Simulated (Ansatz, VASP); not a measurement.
## One calculation of GaP, two programs

```
Ga P
1.0
     0.00000    2.77917    2.77917
     2.77917    0.00000    2.77917
     2.77917    2.77917    0.00000
Ga P
1 1
Direct
  0.00000 0.00000 0.00000
  0.25000 0.25000 0.25000
```

Alike in both runs: task relaxation of the atoms; functional r2SCAN; k mesh 10 × 10 × 10; occupations fermi-dirac, width 0.02 eV; no spin polarisation.

```csv
,VASP,Ansatz
version,VASP 6.6.1,Ansatz 0.2.0
potentials or method,"VASP PAW PBE potentials, release 64 (Ga_d, P), cutoff 520 eV",PAW plane waves
valence electrons in the cell,18,18
```

```csv
,VASP,Ansatz,Ansatz less VASP
"gap on the k mesh at the Fermi level, each at its own relaxed structure (eV)",1.83,1.85,+0.019
```

VASP's potentials were made for PBE, not for r2SCAN. Ansatz's warnings: stress scf threshold loose.

Noted on VASP's run: the relaxation stopped at its first step, so nothing moved.
